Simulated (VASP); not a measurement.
Wanted: the native input for a VASP 6.6.1 run.

| Item | Value |
| --- | --- |
| Task | single point |
| Functional | PBE |
| Potentials or basis | VASP PAW PBE potentials, release 64 (V_sv, Si, Cu) |
| Cutoff | 520 eV |
| k mesh | 6 × 6 × 4 |
| Occupations | gaussian, width 0.1 eV |
| Spin | no spin polarisation |
| Dipole correction | no |
| Further INCAR settings | ALGO = Normal; EDIFF = 1e-07; NBANDS = 26 |

The structure of VCuSi3 lies in POSCAR:

```
VCuSi3
1.0
    3.4573907915      0.0000000000      0.0000000000
    0.0000000000      3.4573907915      0.0000000000
    0.0000000000      0.0000000000      6.5918016251
V Si Cu
1 3 1
Direct
    0.0000000000      0.0000000000      0.0971031003
    0.5000000000      0.5000000000     -0.0183398656
    0.0000000000      0.5000000000      0.3754991272
    0.5000000000      0.0000000000      0.3754991272
    0.5000000000      0.5000000000      0.6302385110
```

These files were run (other wordings do the same):

INCAR

```
SYSTEM = VCuSi3
PREC = Accurate ; ENCUT = 520
EDIFF = 1E-7 ; ISMEAR = 0
SIGMA = 0.1 ; LREAL = .False.
LASPH = .True. ; NELM = 80
ALGO = Normal ; ISIF = 2
LWAVE = .False. ; LCHARG = .False.
GGA = PE ; NBANDS = 26
```

KPOINTS

```
Automatic mesh
0
Gamma
  6 6 4
  0 0 0
```

Potentials or basis: VASP PAW PBE potentials, release 64 (V_sv, Si, Cu).

Launch:

```console
$ cat potpaw_PBE.64/V_sv/POTCAR potpaw_PBE.64/Si/POTCAR potpaw_PBE.64/Cu/POTCAR > POTCAR
$ mpirun -np 1 vasp_std > vasp.out
```

It gave:

```yaml
Pressure: 0.1 GPa
Largest_force: 0.040 eV/Å
Band_gap_on_the_k_mesh: zero (bands 18 and 19 overlap by 1.78 eV)
```

It took 37 s on 1 thread of Intel(R) Xeon(R) 6975P-C (Granite Rapids), on a shared host, peak memory 0.22 GiB.
